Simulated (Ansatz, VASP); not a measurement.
One calculation of MgO, two programs

```
CELL_PARAMETERS angstrom
0.00000 2.15443 2.15443
2.15443 0.00000 2.15443
2.15443 2.15443 0.00000
ATOMIC_POSITIONS crystal
Mg 0.00000 0.00000 0.00000
O 0.50000 0.50000 0.50000
```

Alike in both runs: task relaxation of cell and atoms; functional LDA; k mesh 15 × 15 × 15; occupations fermi-dirac, width 0.05 eV; no spin polarisation.

|  | VASP | Ansatz |
| --- | --- | --- |
| version | VASP 6.6.1 | Ansatz 0.2.0 |
| potentials or method | VASP PAW LDA potentials, release 64 (Mg, O) | PAW with Ansatz's default frozen-core files, scalar-relativistic |
| plane-wave cutoff (eV) | 600 | 420 |
| valence electrons in the cell | 8 | 16 |

```csv
,VASP,Ansatz,Ansatz less VASP
"gap on the k mesh at the Fermi level, each at its own relaxed structure (eV)",5.16,5.03,-0.125
relaxed volume (Å³/atom),8.89,8.99,+0.106
relaxed cell length with the largest relative difference (Å),2.929,2.941,+0.0116
```

LDA's correlation is that of Perdew and Zunger in VASP and of Perdew and Wang (1992) in Ansatz. VASP's potentials hold 8 valence electrons a cell and Ansatz's 16, so a difference there can come from the potentials and not from the codes.
